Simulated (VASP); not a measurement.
Write the native input for VASP 6.6.1 that does the following.

| Item | Value |
| --- | --- |
| Task | single point |
| Functional | PBE |
| Potentials or basis | VASP PAW PBE potentials, release 64 (Hf_pv, Si, Mo_sv) |
| Cutoff | 520 eV |
| k mesh | 4 × 4 × 4 |
| Occupations | gaussian, width 0.1 eV |
| Spin | no spin polarisation |
| Dipole correction | no |
| Further INCAR settings | ALGO = Normal; EDIFF = 1e-06; NBANDS = 32 |

The structure of Hf3SiMo lies in POSCAR:

```
Hf3SiMo
1.0
    4.9432219892      0.0000000000      0.0000000000
    0.0000000000      4.9432219892      0.0000000000
    0.0000000000      0.0000000000      4.9432219892
Hf Si Mo
3 1 1
Direct
    0.5000000000      0.0000000000      0.5000000000
    0.5000000000      0.5000000000      0.0000000000
    0.0000000000      0.5000000000      0.5000000000
    0.0000000000      0.0000000000      0.0000000000
    0.5000000000      0.5000000000      0.5000000000
```

The cell was built from a structure type or drawn by symmetry, and may not be a known phase.

The input as run:

INCAR

```
PREC = Accurate
ENCUT = 520
EDIFF = 1E-6
ISMEAR = 0
SIGMA = 0.1
LREAL = F
LASPH = T
NELM = 60
ALGO = Normal
ISIF = 2
LWAVE = F
LCHARG = F
GGA = PE
NBANDS = 32
```

KPOINTS

```
Automatic mesh
0
Gamma
  4 4 4
```

Potentials or basis: VASP PAW PBE potentials, release 64 (Hf_pv, Si, Mo_sv).

Launch:

```sh
$ cat potpaw_PBE.64/Hf_pv/POTCAR potpaw_PBE.64/Si/POTCAR potpaw_PBE.64/Mo_sv/POTCAR > POTCAR
$ mpirun -np 1 vasp_std > vasp.out
```

It gave:

- Pressure: -0.4 GPa
- Band gap on the k mesh: zero (bands 24 and 25 overlap by 1.01 eV)

Caveat: spin-orbit coupling is left out, which moves the levels of the heavy elements.

Wall time 26 s on 1 thread of Intel(R) Xeon(R) 6975P-C (Granite Rapids), with other jobs on the host, peak memory 0.25 GiB.
